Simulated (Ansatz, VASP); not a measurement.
**One calculation of V, two programs**

Contents of INCAR:

```
ALGO = Normal
EDIFF = 1E-6
ENCUT = 520
GGA = PS
ISIF = 2
ISMEAR = -1
ISPIN = 2
LASPH = T
LCHARG = F
LMAXMIX = 4
LORBIT = 11
LREAL = F
LWAVE = F
MAGMOM = 1.5
NBANDS = 16
NELM = 150
PREC = Accurate
SIGMA = 0.15
```

The input KPOINTS:

```
k-points
0
Gamma
  9 9 9
```

File POSCAR:

```
V
1.0
   -1.4729000000      1.4513300000      1.5326000000
    1.4062200000     -1.4451700000      1.4597600000
    1.5623000000      1.5345800000     -1.5264300000
V
1
Direct
    0.0000000000      0.0000000000      0.0000000000
```

Input for Ansatz:

```yaml
crystal:
  lattice:
    - [-1.4729, 1.45133, 1.5326]
    - [1.40622, -1.44517, 1.45976]
    - [1.5623, 1.53458, -1.52643]
  atoms:
    - { symbol: V, position: [0.0, 0.0, 0.0], spin: 1.5 }
basis:
  ecutwfc: 540.0
  xc_grid: 2
kpoints:
  mp_grid:
    grid: [9, 9, 9]
hamiltonian:
  xc: pbesol
magnetization:
  spin_polarized: true
scf:
  convergence:
    dr2_threshold: 1.0e-09
  occupations:
    method: fermi_dirac
    width: 0.15
output:
  forces: true
  stress: true
```

Alike in both runs: task single point; functional PBEsol; k mesh 9 × 9 × 9; occupations fermi-dirac, width 0.15 eV; collinear spin.

```csv
,VASP,Ansatz
version,VASP 6.6.1,Ansatz 0.2.0
potentials or method,"VASP PAW PBE potentials, release 64 (V_sv), cutoff 520 eV","plane waves, PAW"
valence electrons in the cell,13,13
```

```tsv
	VASP	Ansatz	Ansatz less VASP
pressure (GPa)	-3.4	-3.6	-0.20
traceless stress, the component that is largest in VASP (GPa)	-0.95	-0.94	+0.008
net moment per atom (μB)	0.00	0.00	-0.001
```

VASP's potentials were made for PBE, not for PBEsol. With one functional, cell and mesh, what is left measures potentials, basis and numerics. Ansatz's warnings: seeded moment not kept, stress scf threshold loose.
